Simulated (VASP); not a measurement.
Here is a VASP 6.6.1 calculation.

File INCAR:

```
  ALGO = Normal
  EDIFF = 1E-7
  ENCUT = 520
  GGA = PE
  ISIF = 2
  ISMEAR = 0
  LASPH = True
  LCHARG = False
  LREAL = False
  LWAVE = False
  NBANDS = 26
  NELM = 80
  PREC = Accurate
  SIGMA = 0.1
```

The input KPOINTS:

```
k-points
0
Gamma
  6 6 4
```

Contents of POSCAR:

```
CdS
1.0
    3.7949884400      0.0000000000      0.0000000000
   -1.8974942200      3.2865563900      0.0000000000
    0.0000000000      0.0000000000      6.2525835900
Cd S
2 2
Direct
    0.3333333300      0.6666666700      0.7500000000
    0.6666666700      0.3333333300      0.2500000000
    0.0000000000      0.0000000000      0.0000000000
    0.0000000000      0.0000000000      0.5000000000
```

Potentials or basis: VASP PAW PBE potentials, release 64 (Cd, S).

Run with:

```bash
$ cat potpaw_PBE.64/Cd/POTCAR potpaw_PBE.64/S/POTCAR > POTCAR
$ mpirun -np 1 vasp_std > vasp.out
```

**Question.** Estimate the band gap on the k mesh.

**Answer.** Zero (band 18 reaches 4.62 eV, above the bottom of band 19 at 4.10 eV).

**Question.** What does it give for the pressure?

**Answer.** 8.6 GPa.

Stress tensor (GPa, compression positive):
```
 4.85  0.00  0.00
 0.00  4.85  0.00
 0.00  0.00 16.08
```
